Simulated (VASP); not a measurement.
# Al4Co (Cm) in VASP: relaxation of cell and atoms with PBE

Aim: the relaxation of cell and atoms of Al4Co with PBE.

All numbers are computed with VASP 6.6.1; they aren't measurements. Logs are shortened: lines on timing, memory, paths and dates and some standing lists are left out, and cuts for length are marked.

## Step 1: The cell of the first run

Symmetry: Cm, No. 8, monoclinic system. The conventional cell has a = 5.753 Å, b = 6.814 Å, c = 4.474 Å, α = 90.00°, β = 103.75°, γ = 90.00°. Al (site symmetry 1) has 2 Co at 2.30 to 2.34 Å and 8 Al at 2.87 to 2.96 Å within 3.0 Å. Within 3.0 Å of Al (site symmetry m) lie 2 Co at 2.31 to 2.33 Å and 8 Al at 2.91 to 2.95 Å. Al (site symmetry m) has 1 Co at 2.33 Å and 6 Al at 2.90 to 2.96 Å within 3.1 Å. Within 3.0 Å of Co (site symmetry m) lie 7 Al at 2.30 to 2.34 Å.

## Step 2: Relaxation of cell and atoms, PBE

INCAR reads:

```
PREC     = Accurate       # precision mode
ENCUT    = 600            # plane-wave cutoff, eV
EDIFF    = 1E-6           # SCF threshold, eV
ISMEAR   = 0              # smearing method
SIGMA    = 0.1            # smearing width, eV
LREAL    = F              # projectors in reciprocal space
LASPH    = T              # aspherical terms in the spheres
NELM     = 100            # most SCF steps
ALGO     = Fast           # electronic algorithm
ISIF     = 3              # what is computed and relaxed
LWAVE    = F              # write WAVECAR
LCHARG   = F              # write CHGCAR
GGA      = PE             # functional
IBRION   = 2              # ionic algorithm
NSW      = 100            # ionic steps
EDIFFG   = -0.01          # ionic threshold
```

KPOINTS reads:

```
regular mesh
0
Gamma
  10 10 10
```

POSCAR reads:

```
Al4Co
1.0
    2.8765233802     -3.4071733343      0.0000000000
    2.8765233802      3.4071733343      0.0000000000
   -1.0633136203      0.0000000000      4.3462194633
Al Co
4 1
Direct
    0.0400378963      0.4605947743      0.0301310752
    0.4605947743      0.0400378963      0.0301310752
    0.0292588612      0.0292588612      0.4562323030
    0.5500965262      0.5500965262      0.5643124806
    0.9188018277      0.9188018277      0.9192091012
```

Potentials or basis: VASP PAW PBE potentials, release 64 (Al, Co).

Run with:

```sh
$ cat potpaw_PBE.64/Al/POTCAR potpaw_PBE.64/Co/POTCAR > POTCAR
$ mpirun -np 1 vasp_std > vasp.out
```

OUTCAR:

```text
PREC = Accurate
   ENCUT = 600
   EDIFF = 1E-6
   ISMEAR = 0
   LREAL = F
   LASPH = T
   NELM = 100
   ISIF = 3
   GGA = PE
   IBRION = 2
   NSW = 100
   EDIFFG = -0.01

 ion  position               nearest neighbor table
   1  0.040  0.461  0.030-   5 2.30   5 2.34   2 2.87   4 2.90   3 2.91   2 2.93   2 2.93   3 2.94
                             3 2.95   4 2.96   4 3.33
   2  0.461  0.040  0.030-   5 2.30   5 2.34   1 2.87   4 2.90   3 2.91   1 2.93   1 2.93   3 2.94
                             3 2.95   4 2.96   4 3.33
   3  0.029  0.029  0.456-   5 2.31   5 2.33   1 2.91   2 2.91   4 2.91   4 2.92   1 2.94   2 2.94
                             2 2.95   1 2.95
   4  0.550  0.550  0.564-   5 2.33   2 2.90   1 2.90   3 2.91   3 2.92   1 2.96   2 2.96   2 3.33
                             1 3.33
   5  0.919  0.919  0.919-   1 2.30   2 2.30   3 2.31   4 2.33   3 2.33   1 2.34   2 2.34

  LATTYP: Found a base centered monoclinic cell.
 ALAT       =     5.7530467604
 B/A-ratio  =     1.1844761484
 C/A-ratio  =     0.7777444972
 COS(beta)  =    -0.2376438206

  Lattice vectors:

 A1 = (   2.8765233802,  -3.4071733343,   0.0000000000)
 A2 = (   2.8765233802,   3.4071733343,   0.0000000000)
 A3 = (  -1.0633136203,   0.0000000000,   4.3462194633)

Analysis of symmetry for initial positions (statically):
=====================================================================
 Subroutine PRICEL returns:
 Original cell was already a primitive cell.

 Routine SETGRP: Setting up the symmetry group for a
 base centered monoclinic supercell.

 Subroutine GETGRP returns: Found  2 space group operations
 (whereof  2 operations were pure point group operations)
 out of a pool of  4 trial point group operations.

The static configuration has the point symmetry C_1h.

Analysis of symmetry for dynamics (positions and initial velocities):
=====================================================================
 Subroutine PRICEL returns:
 Original cell was already a primitive cell.

 Routine SETGRP: Setting up the symmetry group for a
 base centered monoclinic supercell.

 Subroutine GETGRP returns: Found  2 space group operations
 (whereof  2 operations were pure point group operations)
 out of a pool of  4 trial point group operations.

The dynamic configuration has the point symmetry C_1h.

 Subroutine INISYM returns: Found  2 space group operations
 (whereof  2 operations are pure point group operations),
 and found     1 'primitive' translations

----------------------------------------------------------------------------------------

                                     Primitive cell

  volume of cell :      85.1930

  direct lattice vectors                    reciprocal lattice vectors
     2.876523380 -3.407173334  0.000000000     0.173820941 -0.146749211  0.042525734
     2.876523380  3.407173334  0.000000000     0.173820941  0.146749211  0.042525734
    -1.063313620  0.000000000  4.346219463     0.000000000  0.000000000  0.230085022

  length of vectors
     4.459060090  4.459060090  4.474400460     0.231424909  0.231424909  0.230085022

  position of ions in fractional coordinates (direct lattice)
     0.040037896  0.460594774  0.030131075
     0.460594774  0.040037896  0.030131075
     0.029258861  0.029258861  0.456232303
     0.550096526  0.550096526  0.564312481
     0.918801828  0.918801828  0.919209101

  ion indices of the primitive-cell ions
   primitive index   ion index
                 1           1
                 2           2
                 3           3
                 4           4
                 5           5

----------------------------------------------------------------------------------------

 KPOINTS: regular mesh

Automatic generation of k-mesh.
 Grid dimensions read from file:
 generate k-points for:   10   10   10

 Generating k-lattice:

  Cartesian coordinates                     Fractional coordinates (reciprocal lattice)
     0.017382094 -0.014674921  0.004252573     0.100000000  0.000000000 -0.000000000
     0.017382094  0.014674921  0.004252573     0.000000000  0.100000000 -0.000000000
     0.000000000  0.000000000  0.023008502     0.000000000  0.000000000  0.100000000

  Length of vectors
     0.023142491  0.023142491  0.023008502

  Shift w.r.t. Gamma in fractional coordinates (k-lattice)
     0.000000000  0.000000000  0.000000000

 Subroutine IBZKPT returns following result:
 ===========================================

 Found    282 irreducible k-points:

 Following reciprocal coordinates:
            Coordinates               Weight
  0.000000  0.000000  0.000000      1.000000
  0.100000  0.000000  0.000000      4.000000
  0.200000  0.000000  0.000000      4.000000
  0.300000  0.000000  0.000000      4.000000
  0.400000  0.000000  0.000000      4.000000
  0.500000  0.000000  0.000000      2.000000
[... 16 lines left out ...]
  0.300000  0.300000  0.000000      2.000000
  0.400000  0.300000  0.000000      4.000000
 [... further k-points ...]
   k-points           NKPTS =    282   k-points in BZ     NKDIM =    282   number of bands    NBANDS=     14
   number of dos      NEDOS =    301   number of ions     NIONS =      5
   total plane-waves  NPLWV =  46656
   dimension x,y,z NGX =    36 NGY =   36 NGZ =   36
   dimension x,y,z NGXF=    72 NGYF=   72 NGZF=   72
   ions per type =               4   1
   NGX,Y,Z   is equivalent  to a cutoff of  13.42, 13.42, 13.38 a.u.
   NGXF,Y,Z  is equivalent  to a cutoff of  26.84, 26.84, 26.75 a.u.
 SYSTEM =  unknown system
   PREC   = accura    normal or accurate (medium, high low for compatibility)
   ISTART =      0    job   : 0-new  1-cont  2-samecut
   ICHARG =      2    charge: 1-file 2-atom 10-const
   ISPIN  =      1    spin polarized calculation?
   LNONCOLLINEAR =      F non collinear calculations
   LSORBIT =      F    spin-orbit coupling
   LASPH  =      T    aspherical Exc in radial PAW
   ENCUT  =  600.0 eV  44.10 Ry    6.64 a.u.   8.91  8.91  8.94*2*pi/ulx,y,z
   NELM   =    100;   NELMIN=  2; NELMDL= -5     # of ELM steps
   EDIFF  = 0.1E-05   stopping-criterion for ELM
   LREAL  =      F    real-space projection
   EDIFFG = -.1E-01   stopping-criterion for IOM
   NSW    =    100    number of steps for IOM
   IBRION =      2    ionic relax: 0-MD 1-quasi-New 2-CG
   NFREE  =      1    steps in history (QN), initial steepest desc. (CG)
   ISIF   =      3    stress and relaxation
   ISYM   =      2    0-nonsym 1-usesym 2-fastsym
   POTIM  = 0.5000    time-step for ionic-motion
   TEBEG  =    0.0;   TEEND  =   0.0 temperature during run
   PSTRESS=    0.0 pullay stress
   NELECT =      21.0000    total number of electrons
   NUPDOWN=      -1.0000    fix difference up-down
   EMIN   =  10.00;   EMAX   =-10.00  energy-range for DOS
   EFERMI =   0.00;   METHOD = LEGACY
   ISMEAR =     0;   SIGMA  =   0.10  broadening in eV -4-tet -1-fermi 0-gaus
   EFERMI_NEDOS =   21; number of points for ismear=-14 and -15
   IALGO  =     68    algorithm
   IMIX   =      4    mixing-type and parameters
     AMIX     =   0.40;   BMIX     =  1.00
     AMIX_MAG =   1.60;   BMIX_MAG =  1.00
  volume/ion in A,a.u.               =      17.04       114.98
  Fermi-wavevector in a.u.,A,eV,Ry     =   1.026471  1.939749 14.335678  1.053643
  Thomas-Fermi vector in A             =   2.160365
   LORBIT       =      0    0 simple, 1 ext, 2 COOP (PROOUT), +10 PAW based schemes
   GGA     = PE    functional components
   LHFCALC =     F    Hartree Fock is set to
   AEXX    =    0.0000 exact exchange contribution
   IVDW    =     0    specifies the selected vdW correction
   LEPSILON=     F    determine dielectric tensor
   LRPA    =     F    only Hartree local field effects (RPA)
 conjugate gradient relaxation of ions
 non-spin polarized calculation
 RMM-DIIS sequential band-by-band and
 Gauss-broadening in eV      SIGMA  =   0.10
  energy-cutoff  :      600.00
  volume of cell :       85.19
 maximum number of plane-waves:      2886
   NGX = 17   NGY = 17   NGZ = 17

--------------------------------------- Ionic step        1  -------------------------------------------

 number of electron      21.0000005 magnetization

 Free energy of the ion-electron system (eV)
  ---------------------------------------------------
  ext. energy  EPLUGINS =         0.00000000
  ---------------------------------------------------
  free energy    TOTEN  =       -22.48395558 eV

  energy without entropy =      -22.47363433  energy(sigma->0) =      -22.47879495

------------------------ aborting loop because EDIFF is reached ----------------------------------------

  FORCE on cell =-STRESS in cart. coord.  units (eV):
  Direction    XX          YY          ZZ          XY          YZ          ZX
  --------------------------------------------------------------------------------------
  -------------------------------------------------------------------------------------
  Total        0.3566152      0.2913089      0.1723748      0.0000000      0.0000000     -0.0300616
  in kB        6.7066651      5.4784854      3.2417580      0.0000000      0.0000000     -0.5653520
  external PRESSURE =       5.1423029 kB  Pullay stress =       0.0000000 kB
[... 98 lines left out ...]
  FREE ENERGIE OF THE ION-ELECTRON SYSTEM (eV)
  ---------------------------------------------------
  free  energy   TOTEN  =       -22.4839300160 eV

  energy  without entropy=      -22.4735850938  energy(sigma->0) =      -22.47875755

[... ionic steps 4 to 22 ...]

--------------------------------------- Ionic step       23  -------------------------------------------

 number of electron      21.0000005 magnetization

------------------------ aborting loop because EDIFF is reached ----------------------------------------

  FORCE on cell =-STRESS in cart. coord.  units (eV):
  Direction    XX          YY          ZZ          XY          YZ          ZX
  --------------------------------------------------------------------------------------
  -------------------------------------------------------------------------------------
  Total        0.0014661     -0.0079251      0.0026831      0.0000000      0.0000000     -0.0112900
  in kB        0.0275675     -0.1490196      0.0504521      0.0000000      0.0000000     -0.2122914
  external PRESSURE =      -0.0236666 kB  Pullay stress =       0.0000000 kB
[... 63 lines left out ...]
  energy  without entropy=      -22.4747290191  energy(sigma->0) =      -22.47974749

--------------------------------------- Ionic step       25  -------------------------------------------

 number of electron      21.0000005 magnetization

 Free energy of the ion-electron system (eV)
  ---------------------------------------------------
  ext. energy  EPLUGINS =         0.00000000
  ---------------------------------------------------
  free energy    TOTEN  =       -22.48478552 eV

  energy without entropy =      -22.47475459  energy(sigma->0) =      -22.47977005

 E-fermi :   7.0939     XC(G=0): -10.1061

 val. band max:        7.0908614513   @ k =   0.3000   0.3000   0.3000
 cond. band min:       7.1133416115   @ k =   0.4000   0.2000   0.2000
 fundamental gap:      0.0224801602
 Fermi energy:         7.0939233881

 k-point     1 :       0.0000    0.0000    0.0000
  band No.  band energies     occupation
      1      -3.0072      2.00000
      2       3.3228      2.00000
      3       3.3638      2.00000
      4       3.8915      2.00000
      5       4.4088      2.00000
      6       4.4574      2.00000
      7       4.4747      2.00000
      8       5.3899      2.00000
      9       5.6621      2.00000
     10       5.6829      2.00000
     11       7.5783      0.00000
     12       7.6783      0.00000
     13       8.6556      0.00000
     14       8.6710      0.00000
[... 375 lines left out ...]
 k-point    24 :       0.4000    0.3000    0.0000
  band No.  band energies     occupation
      1      -0.8342      2.00000
      2       0.0646      2.00000
      3       1.2198      2.00000
      4       3.6113      2.00000
      5       4.3044      2.00000
      6       4.7421      2.00000
      7       4.8882      2.00000
      8       5.1663      2.00000
      9       5.9210      2.00000
     10       6.1949      2.00000
     11       7.6097      0.00000
     12       8.2120      0.00000
     13       9.0416      0.00000
     14       9.5050      0.00000

 [... further k-points ...]
[... 5 lines left out ...]
  --------------------------------------------------------------------------------------
  -------------------------------------------------------------------------------------
  Total       -0.0222409     -0.0256695     -0.0381606      0.0000000      0.0000000     -0.0107856
  in kB       -0.4181404     -0.4825990     -0.7174382      0.0000000      0.0000000     -0.2027744
  external PRESSURE =      -0.5393925 kB  Pullay stress =       0.0000000 kB
[... 20 lines left out ...]
  FREE ENERGIE OF THE ION-ELECTRON SYSTEM (eV)
  ---------------------------------------------------
  free  energy   TOTEN  =       -22.4847855153 eV

  energy  without entropy=      -22.4747545855  energy(sigma->0) =      -22.47977005

 reached required accuracy - stopping structural energy minimisation
```

Run time: 29 min. Hardware: 1 thread of Intel Xeon 6975P-C (Granite Rapids), shared host; peak memory 0.55 GiB.

Results:

```yaml
Free_energy: -22.4848 eV
Relaxed_volume: 17.04 Å³/atom
Relaxed_cell: a = 4.463 Å, b = 4.463 Å, c = 4.470 Å, α = 99.08°, β = 99.08°, γ = 99.25°
Space_group_after_relaxing_to_0.1_Å: R3m (No. 160)
Energy_gained_by_relaxing: 0.2 meV/atom
Ionic_steps: 25
Pressure_after_relaxing: -0.1 GPa
Largest_force_after_relaxing: 0.007 eV/Å
Band_gap_on_the_k_mesh: zero (an odd number of electrons rules out a gap without spin polarisation)
```

Forces in eV/Å, atoms in the order of the input:
```
Al  -0.004  0.005  0.001
Al  -0.004 -0.005  0.001
Al   0.006  0.000 -0.001
Al   0.004  0.000 -0.006
Co  -0.002  0.000  0.006
```

The path:
```tsv
step	energy change (eV)	largest force (eV/Å)	pressure (GPa)	volume (Å³)
1	0.0000	0.0357	0.51	85.19
2	0.0012	0.0241	-0.77	85.87
3	0.0000	0.0314	-0.17	85.37
4	0.0000	0.0317	-0.14	85.34
5	0.0000	0.0333	-0.08	85.29
6	-0.0002	0.0158	-0.11	85.29
7	-0.0004	0.0307	-0.02	85.28
8	-0.0005	0.0134	0.05	85.25
9	-0.0005	0.0133	-0.06	85.24
10	-0.0006	0.0281	-0.05	85.22
11	-0.0006	0.0192	0.15	85.11
12	-0.0006	0.0219	0.13	85.15
13	-0.0007	0.0129	-0.04	85.18
14	-0.0007	0.0144	0.05	85.19
15	-0.0007	0.0207	0.06	85.21
16	-0.0007	0.0114	0.01	85.26
17	-0.0007	0.0119	-0.10	85.30
18	-0.0007	0.0119	-0.06	85.28
19	-0.0007	0.0095	-0.11	85.27
20	-0.0007	0.0293	-0.03	85.24
21	-0.0008	0.0222	0.02	85.20
22	-0.0008	0.0192	0.04	85.18
23	-0.0008	0.0114	0.00	85.21
24	-0.0008	0.0105	-0.03	85.23
25	-0.0008	0.0075	-0.05	85.22
```

Final structure:
```
CELL_PARAMETERS angstrom
2.89077 -3.39984 -0.00688
2.89077 3.39984 -0.00688
-1.07896 0.00000 4.33807
ATOMIC_POSITIONS crystal
Al 0.03846 0.46063 0.03119
Al 0.46063 0.03846 0.03119
Al 0.02934 0.02934 0.45712
Al 0.55084 0.55084 0.56178
Co 0.91952 0.91952 0.91875
```

Caveat: the run has no spin polarisation, though such a crystal can be magnetic. Spin polarisation is off, so any magnetic state and its effect on volume and gap are missing.

The gap in the log of VASP goes by the Fermi energy; the results here count the filled bands.